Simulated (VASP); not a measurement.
# SrTiO3 (kl) (Pm-3m) in VASP: notebook

SrTiO3 (kl) is run at these levels: LDA; tasks: single point, relaxation of cell and atoms.

All numbers are computed with VASP 6.6.1; they aren't measurements. Logs are shortened: lines on timing, memory, paths and dates and some standing lists are left out, and cuts for length are marked.

**1. The cell of the first run**

It takes space group Pm-3m (No. 221, cubic). Conventional cell: a = 3.855 Å, b = 3.855 Å, c = 3.855 Å, α = 90.00°, β = 90.00°, γ = 90.00°. Within 3.6 Å of Sr (site symmetry m-3m) lie 12 O at 2.73 Å and 8 Ti at 3.34 Å. Ti (site symmetry m-3m) has 6 O at 1.93 Å within 2.6 Å. Within 2.6 Å of O (site symmetry 4/mmm) lie 2 Ti at 1.93 Å.

**2. Single point, LDA**

The input, INCAR:

```
  PREC = Accurate
  ENCUT = 520
  EDIFF = 1E-6
  ISMEAR = 0
  SIGMA = 0.1
  LREAL = False
  LASPH = True
  NELM = 100
  ALGO = Normal
  ISIF = 2
  LWAVE = False
  LCHARG = False
  GGA = CA
  NBANDS = 28
```

The input, KPOINTS:

```
Automatic mesh
0
Gamma
  6 6 6
```

The input, POSCAR:

```
SrTiO3
1.0
    3.8545763383      0.0000000000      0.0000000000
    0.0000000000      3.8545763383      0.0000000000
    0.0000000000      0.0000000000      3.8545763383
Sr Ti O
1 1 3
Direct
    0.0000000000      0.0000000000      0.0000000000
    0.5000000000      0.5000000000      0.5000000000
    0.5000000000      0.0000000000      0.5000000000
    0.5000000000      0.5000000000      0.0000000000
    0.0000000000      0.5000000000      0.5000000000
```

Potentials or basis: VASP PAW LDA potentials, release 64 (Sr_sv, Ti_sv, O).

Command:

```sh
$ cat potpaw_LDA.64/Sr_sv/POTCAR potpaw_LDA.64/Ti_sv/POTCAR potpaw_LDA.64/O/POTCAR > POTCAR
$ mpirun -np 1 vasp_std > vasp.out
```

OUTCAR:

```text
PREC = Accurate
   ENCUT = 520
   EDIFF = 1E-6
   ISMEAR = 0
   LREAL = False
   LASPH = True
   NELM = 100
   ISIF = 2
   GGA = CA

 ion  position               nearest neighbor table
   1  0.000  0.000  0.000-   3 2.73   4 2.73   5 2.73   3 2.73   5 2.73   4 2.73   5 2.73   5 2.73
                             3 2.73   4 2.73   3 2.73   4 2.73   2 3.34   2 3.34   2 3.34   2 3.34
   2  0.500  0.500  0.500-   3 1.93   4 1.93   5 1.93   4 1.93   3 1.93   5 1.93   1 3.34   1 3.34
                             1 3.34   1 3.34   1 3.34   1 3.34   1 3.34   1 3.34
   3  0.500  0.000  0.500-   2 1.93   2 1.93   1 2.73   1 2.73   1 2.73   1 2.73
   4  0.500  0.500  0.000-   2 1.93   2 1.93   1 2.73   1 2.73   1 2.73   1 2.73
   5  0.000  0.500  0.500-   2 1.93   2 1.93   1 2.73   1 2.73   1 2.73   1 2.73

  LATTYP: Found a simple cubic cell.
 ALAT       =     3.8545763383

  Lattice vectors:

 A1 = (   3.8545763383,   0.0000000000,   0.0000000000)
 A2 = (   0.0000000000,   3.8545763383,   0.0000000000)
 A3 = (   0.0000000000,   0.0000000000,   3.8545763383)

Analysis of symmetry for initial positions (statically):
=====================================================================
 Subroutine PRICEL returns:
 Original cell was already a primitive cell.

 Routine SETGRP: Setting up the symmetry group for a
 simple cubic supercell.

 Subroutine GETGRP returns: Found 48 space group operations
 (whereof 48 operations were pure point group operations)
 out of a pool of 48 trial point group operations.

The static configuration has the point symmetry O_h .

Analysis of symmetry for dynamics (positions and initial velocities):
=====================================================================
 Subroutine PRICEL returns:
 Original cell was already a primitive cell.

 Routine SETGRP: Setting up the symmetry group for a
 simple cubic supercell.

 Subroutine GETGRP returns: Found 48 space group operations
 (whereof 48 operations were pure point group operations)
 out of a pool of 48 trial point group operations.

The dynamic configuration has the point symmetry O_h .

 Subroutine INISYM returns: Found 48 space group operations
 (whereof 48 operations are pure point group operations),
 and found     1 'primitive' translations

----------------------------------------------------------------------------------------

                                     Primitive cell

  volume of cell :      57.2704

  direct lattice vectors                    reciprocal lattice vectors
     3.854576338  0.000000000  0.000000000     0.259431884  0.000000000  0.000000000
     0.000000000  3.854576338  0.000000000     0.000000000  0.259431884  0.000000000
     0.000000000  0.000000000  3.854576338     0.000000000  0.000000000  0.259431884

  length of vectors
     3.854576338  3.854576338  3.854576338     0.259431884  0.259431884  0.259431884

  position of ions in fractional coordinates (direct lattice)
     0.000000000  0.000000000  0.000000000
     0.500000000  0.500000000  0.500000000
     0.500000000  0.000000000  0.500000000
     0.500000000  0.500000000  0.000000000
     0.000000000  0.500000000  0.500000000

  ion indices of the primitive-cell ions
   primitive index   ion index
                 1           1
                 2           2
                 3           3
                 4           4
                 5           5

----------------------------------------------------------------------------------------

 KPOINTS: Automatic mesh

Automatic generation of k-mesh.
 Grid dimensions read from file:
 generate k-points for:    6    6    6

 Generating k-lattice:

  Cartesian coordinates                     Fractional coordinates (reciprocal lattice)
     0.043238647  0.000000000  0.000000000     0.166666667  0.000000000  0.000000000
     0.000000000  0.043238647  0.000000000     0.000000000  0.166666667  0.000000000
     0.000000000  0.000000000  0.043238647     0.000000000  0.000000000  0.166666667

  Length of vectors
     0.043238647  0.043238647  0.043238647

  Shift w.r.t. Gamma in fractional coordinates (k-lattice)
     0.000000000  0.000000000  0.000000000

 Subroutine IBZKPT returns following result:
 ===========================================

 Found     20 irreducible k-points:

 Following reciprocal coordinates:
            Coordinates               Weight
  0.000000  0.000000  0.000000      1.000000
  0.166667  0.000000  0.000000      6.000000
  0.333333  0.000000  0.000000      6.000000
  0.500000  0.000000  0.000000      3.000000
  0.166667  0.166667  0.000000     12.000000
  0.333333  0.166667  0.000000     24.000000
[... 12 lines left out ...]
  0.500000  0.500000  0.333333      6.000000
  0.500000  0.500000  0.500000      1.000000
   k-points           NKPTS =     20   k-points in BZ     NKDIM =     20   number of bands    NBANDS=     28
   number of dos      NEDOS =    301   number of ions     NIONS =      5
   total plane-waves  NPLWV =  27000
   dimension x,y,z NGX =    30 NGY =   30 NGZ =   30
   dimension x,y,z NGXF=    60 NGYF=   60 NGZF=   60
   ions per type =               1   1   3
   NGX,Y,Z   is equivalent  to a cutoff of  12.94, 12.94, 12.94 a.u.
   NGXF,Y,Z  is equivalent  to a cutoff of  25.88, 25.88, 25.88 a.u.
 SYSTEM =  unknown system
   PREC   = accura    normal or accurate (medium, high low for compatibility)
   ISTART =      0    job   : 0-new  1-cont  2-samecut
   ICHARG =      2    charge: 1-file 2-atom 10-const
   ISPIN  =      1    spin polarized calculation?
   LNONCOLLINEAR =      F non collinear calculations
   LSORBIT =      F    spin-orbit coupling
   LASPH  =      T    aspherical Exc in radial PAW
   ENCUT  =  520.0 eV  38.22 Ry    6.18 a.u.   7.17  7.17  7.17*2*pi/ulx,y,z
   NELM   =    100;   NELMIN=  2; NELMDL= -5     # of ELM steps
   EDIFF  = 0.1E-05   stopping-criterion for ELM
   LREAL  =      F    real-space projection
   EDIFFG = 0.1E-04   stopping-criterion for IOM
   NSW    =      0    number of steps for IOM
   IBRION =     -1    ionic relax: 0-MD 1-quasi-New 2-CG
   NFREE  =      0    steps in history (QN), initial steepest desc. (CG)
   ISIF   =      2    stress and relaxation
   ISYM   =      2    0-nonsym 1-usesym 2-fastsym
   POTIM  = 0.5000    time-step for ionic-motion
   TEBEG  =    0.0;   TEEND  =   0.0 temperature during run
   PSTRESS=    0.0 pullay stress
   NELECT =      40.0000    total number of electrons
   NUPDOWN=      -1.0000    fix difference up-down
   EMIN   =  10.00;   EMAX   =-10.00  energy-range for DOS
   EFERMI =   0.00;   METHOD = LEGACY
   ISMEAR =     0;   SIGMA  =   0.10  broadening in eV -4-tet -1-fermi 0-gaus
   EFERMI_NEDOS =   21; number of points for ismear=-14 and -15
   IALGO  =     38    algorithm
   IMIX   =      4    mixing-type and parameters
     AMIX     =   0.40;   BMIX     =  1.00
     AMIX_MAG =   1.60;   BMIX_MAG =  1.00
  volume/ion in A,a.u.               =      11.45        77.30
  Fermi-wavevector in a.u.,A,eV,Ry     =   1.452507  2.744840 28.705246  2.109776
  Thomas-Fermi vector in A             =   2.569881
   LORBIT       =      0    0 simple, 1 ext, 2 COOP (PROOUT), +10 PAW based schemes
   GGA     = CA    functional components
   LHFCALC =     F    Hartree Fock is set to
   AEXX    =    0.0000 exact exchange contribution
   IVDW    =     0    specifies the selected vdW correction
   LEPSILON=     F    determine dielectric tensor
   LRPA    =     F    only Hartree local field effects (RPA)
 non-spin polarized calculation
 Gauss-broadening in eV      SIGMA  =   0.10
  energy-cutoff  :      520.00
  volume of cell :       57.27
 maximum number of plane-waves:      1568
 NGX is ok and might be reduce to    30
   NGX = 15   NGY = 15   NGZ = 15

 number of electron      40.0000029 magnetization

 Free energy of the ion-electron system (eV)
  ---------------------------------------------------
  ext. energy  EPLUGINS =         0.00000000
  ---------------------------------------------------
  free energy    TOTEN  =       -44.17555253 eV

  energy without entropy =      -44.17555253  energy(sigma->0) =      -44.17555253

 E-fermi :   4.7956     XC(G=0): -11.9995

 val. band max:        4.2083595664   @ k =   0.5000   0.5000   0.5000
 cond. band min:       6.0226222853   @ k =   0.0000   0.0000   0.0000
 fundamental gap:      1.8142627189
 Fermi energy:         4.7956386433

 k-point     1 :       0.0000    0.0000    0.0000
  band No.  band energies     occupation
      1     -51.3620      2.00000
      2     -28.1735      2.00000
      3     -28.0424      2.00000
      4     -28.0424      2.00000
      5     -28.0424      2.00000
      6     -13.0657      2.00000
[... 20 lines left out ...]
     27       9.4751      0.00000
     28      10.5526      0.00000

 k-point     2 :       0.1667    0.0000    0.0000
  band No.  band energies     occupation
      1     -51.3615      2.00000
      2     -28.2024      2.00000
      3     -28.0414      2.00000
      4     -28.0414      2.00000
      5     -28.0278      2.00000
      6     -13.1000      2.00000
[... 20 lines left out ...]
     27       9.9737      0.00000
     28      11.2167      0.00000

 k-point     3 :       0.3333    0.0000    0.0000
  band No.  band energies     occupation
      1     -51.3605      2.00000
      2     -28.2536      2.00000
      3     -28.0395      2.00000
      4     -28.0395      2.00000
      5     -28.0046      2.00000
      6     -13.2671      2.00000
[... 20 lines left out ...]
     27      11.0688      0.00000
     28      12.3669      0.00000

 k-point     4 :       0.5000    0.0000    0.0000
  band No.  band energies     occupation
      1     -51.3600      2.00000
      2     -28.2775      2.00000
      3     -28.0385      2.00000
      4     -28.0385      2.00000
      5     -27.9944      2.00000
      6     -13.3689      2.00000
[... 454 lines left out ...]
     27      12.2878      0.00000
     28      12.7488      0.00000

 k-point    19 :       0.5000    0.5000    0.3333
  band No.  band energies     occupation
      1     -51.3564      2.00000
      2     -28.1239      2.00000
      3     -28.1239      2.00000
      4     -28.1009      2.00000
      5     -28.1005      2.00000
      6     -11.7833      2.00000
[... 20 lines left out ...]
     27      12.4510      0.00000
     28      13.0733      0.00000

 k-point    20 :       0.5000    0.5000    0.5000
  band No.  band energies     occupation
      1     -51.3559      2.00000
      2     -28.1226      2.00000
      3     -28.1226      2.00000
      4     -28.1226      2.00000
      5     -28.0946      2.00000
      6     -11.5619      2.00000
[... 20 lines left out ...]
     27      13.0601      0.00000
     28      13.0601      0.00000

------------------------ aborting loop because EDIFF is reached ----------------------------------------

  FORCE on cell =-STRESS in cart. coord.  units (eV):
  Direction    XX          YY          ZZ          XY          YZ          ZX
  --------------------------------------------------------------------------------------
  -------------------------------------------------------------------------------------
  Total        0.3758367      0.3758367      0.3758367      0.0000000     -0.0000000     -0.0000000
  in kB       10.5142880     10.5142880     10.5142880      0.0000000     -0.0000000     -0.0000000
  external PRESSURE =      10.5142880 kB  Pullay stress =       0.0000000 kB

 VOLUME and BASIS-vectors are now :
 -----------------------------------------------------------------------------
  energy-cutoff  :      520.00
  volume of cell :       57.27
      direct lattice vectors                 reciprocal lattice vectors
     3.854576338  0.000000000  0.000000000     0.259431884  0.000000000  0.000000000
     0.000000000  3.854576338  0.000000000     0.000000000  0.259431884  0.000000000
     0.000000000  0.000000000  3.854576338     0.000000000  0.000000000  0.259431884

 POSITION                                       TOTAL-FORCE (eV/Angst)
 -----------------------------------------------------------------------------------
      0.00000      0.00000      0.00000         0.000000      0.000000      0.000000
      1.92729      1.92729      1.92729         0.000000      0.000000      0.000000
      1.92729      0.00000      1.92729         0.000000      0.000000      0.000000
      1.92729      1.92729      0.00000         0.000000      0.000000      0.000000
      0.00000      1.92729      1.92729         0.000000      0.000000      0.000000
 -----------------------------------------------------------------------------------
    total drift:                                0.000000      0.000000     -0.000000

  FREE ENERGIE OF THE ION-ELECTRON SYSTEM (eV)
  ---------------------------------------------------
  free  energy   TOTEN  =       -44.1755525334 eV

  energy  without entropy=      -44.1755525334  energy(sigma->0) =      -44.17555253
```

Run time: 19 s. Hardware: 1 thread of AMD EPYC 9R45 (Zen 5), shared host; peak memory 0.14 GiB.

Results:

* Free energy: -44.1756 eV
* Pressure: 1.1 GPa
* Band gap on the k mesh: 1.81 eV, indirect (least direct gap 2.15 eV)

A k mesh can miss the band edges. A hybrid or GW would open this gap; LDA tends to underestimate it.

**3. Single point, LDA**

This run uses another cell than the first one, of 11.98 Å³/atom, 1.046 times its volume.

INCAR is that of step 2.

The input, KPOINTS:

```
regular mesh
0
Gamma
  6 6 6
```

POSCAR: that of step 2 with these lines changed.

```diff
@@ -2,5 +2,5 @@
 1.0
-    3.8545763383      0.0000000000      0.0000000000
-    0.0000000000      3.8545763383      0.0000000000
-    0.0000000000      0.0000000000      3.8545763383
+    3.9127013100      0.0000000000      0.0000000000
+    0.0000000000      3.9127013100      0.0000000000
+    0.0000000000      0.0000000000      3.9127013100
 Sr Ti O
```

Potentials or basis: VASP PAW LDA potentials, release 64 (Sr_sv, Ti_sv, O).

Command:

```sh
$ cat potpaw_LDA.64/Sr_sv/POTCAR potpaw_LDA.64/Ti_sv/POTCAR potpaw_LDA.64/O/POTCAR > POTCAR
$ mpirun -np 1 vasp_std > vasp.out
```

It took 21 s on 1 thread of AMD EPYC 9R45 (Zen 5), shared host; peak memory 0.14 GiB.

Results (log left out):

```
Free energy            : -44.1247 eV
Pressure               : -7.3 GPa
Band gap on the k mesh : 1.74 eV, indirect (least direct gap 2.10 eV)
```

Levels at points of the mesh, in eV from the valence-band top:
| k point | band 17 | band 18 | band 19 | band 20 | band 21 | band 22 | band 23 | band 24 |
| --- | --- | --- | --- | --- | --- | --- | --- | --- |
| (0.00, 0.00, 0.00) | -1.18 | -0.36 | -0.36 | -0.36 | 1.74 | 1.74 | 1.74 | 4.29 |
| (0.50, 0.00, 0.00) | -2.39 | -2.03 | -0.74 | -0.74 | 1.91 | 3.71 | 3.71 | 4.31 |
| (0.50, 0.50, 0.00) | -1.74 | -1.58 | -1.58 | -0.10 | 3.72 | 3.72 | 4.16 | 5.27 |
| (0.50, 0.50, 0.50) | -3.77 | 0.00 | 0.00 | 0.00 | 4.39 | 4.39 | 4.39 | 6.82 |

A k mesh can miss the band edges. As with any semilocal functional, this LDA gap is likely too small.

(Continued in part 2 of 3.)
